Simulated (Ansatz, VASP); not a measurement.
## Two plane-wave programs on HfO2

INCAR

```
ALGO = Normal ; EDIFF = 1E-6
ENCUT = 520 ; GGA = RP
ISIF = 2 ; ISMEAR = -1
IVDW = 12 ; LASPH = T
LCHARG = T ; LELF = T
LREAL = F ; LVHAR = T
LWAVE = F ; NBANDS = 56
NELM = 60 ; PREC = Accurate
SIGMA = 0.05
```

KPOINTS

```
k-points
0
Gamma
  5 6 5
```

POSCAR

```
HfO2
1.0
    5.2881483861      0.0000000000      0.0000000000
    0.0000000000      5.0706233964      0.0000000000
    0.0000000000      0.0000000000      5.0989121849
Hf O
4 8
Direct
    0.9669940000      0.7325208200      0.7414403500
    0.5330060000      0.7325208200      0.2414403500
    0.4669940000      0.2674791800      0.7414403500
    0.0330060000      0.2674791800      0.2414403500
    0.6321274500      0.9286454000      0.8792672600
    0.8678725500      0.9286454000      0.3792672600
    0.2339485200      0.5398830500      0.4922923900
    0.2660514800      0.5398830500      0.9922923900
    0.7660514800      0.4601169500      0.9922923900
    0.7339485200      0.4601169500      0.4922923900
    0.1321274500      0.0713546000      0.8792672600
    0.3678725500      0.0713546000      0.3792672600
```

The input input.yaml:

```yaml
crystal:
  lattice:
    - [5.2881483861, 0.0, 0.0]
    - [0.0, 5.0706233964, 0.0]
    - [0.0, 0.0, 5.0989121849]
  atoms:
    - { symbol: Hf, position: [0.966994, 0.73252082, 0.74144035] }
    - { symbol: Hf, position: [0.533006, 0.73252082, 0.24144035] }
    - { symbol: Hf, position: [0.466994, 0.26747918, 0.74144035] }
    - { symbol: Hf, position: [0.033006, 0.26747918, 0.24144035] }
    - { symbol: O, position: [0.63212745, 0.9286454, 0.87926726] }
    - { symbol: O, position: [0.86787255, 0.9286454, 0.37926726] }
    - { symbol: O, position: [0.23394852, 0.53988305, 0.49229239] }
    - { symbol: O, position: [0.26605148, 0.53988305, 0.99229239] }
    - { symbol: O, position: [0.76605148, 0.46011695, 0.99229239] }
    - { symbol: O, position: [0.73394852, 0.46011695, 0.49229239] }
    - { symbol: O, position: [0.13212745, 0.0713546, 0.87926726] }
    - { symbol: O, position: [0.36787255, 0.0713546, 0.37926726] }
hamiltonian:
  xc: rpbe
  pseudopotentials: { kind: paw }
  dispersion: d3bj
kpoints:
  mp_grid: { grid: [5, 6, 5] }
scf:
  occupations: { method: fermi_dirac, width: 0.05 }
output:
  forces: true
  stress: true
  eigenvalues: true
  write_density: true
  write_potential: true
  elf: true
  volumetric_format: npy
```

Alike in both runs: task single point; functional RPBE; dispersion D3(BJ); k mesh 5 × 6 × 5; occupations fermi-dirac, width 0.05 eV; no spin polarisation.

|  | VASP | Ansatz |
| --- | --- | --- |
| version | VASP 6.6.1 | Ansatz 0.2.0 |
| potentials or method | VASP PAW PBE potentials, release 64 (Hf_pv, O) | Ansatz PAW |
| plane-wave cutoff (eV) | 520 | 420 |
| valence electrons in the cell | 88 | 152 |

VASP gave:

* gap on the k mesh at the Fermi level (eV): 4.38
* least direct gap on the mesh (eV): 4.57
* pressure (GPa): -19.8
* traceless stress, the component that is largest in VASP (GPa): 0.12
* rms of the force components (eV/Å): 0.021

Problem. Which values does Ansatz return?

Solution. gap on the k mesh at the Fermi level (eV): 4.43; least direct gap on the mesh (eV): 4.62; pressure (GPa): -16.5; traceless stress, the component that is largest in VASP (GPa): 0.04; rms of the force components (eV/Å): 0.023.

VASP's potentials were made for PBE, not for RPBE. Atom by atom the forces differ by 0.027 eV/Å (rms over components). VASP's potentials hold 88 valence electrons a cell and Ansatz's 152, so a difference there can come from the potentials and not from the codes.

Spin-orbit coupling is off throughout. Noted on Ansatz's run: odd divisions of the mesh miss points on the zone boundary, where band edges often lie, so the gap on the mesh can be too wide.
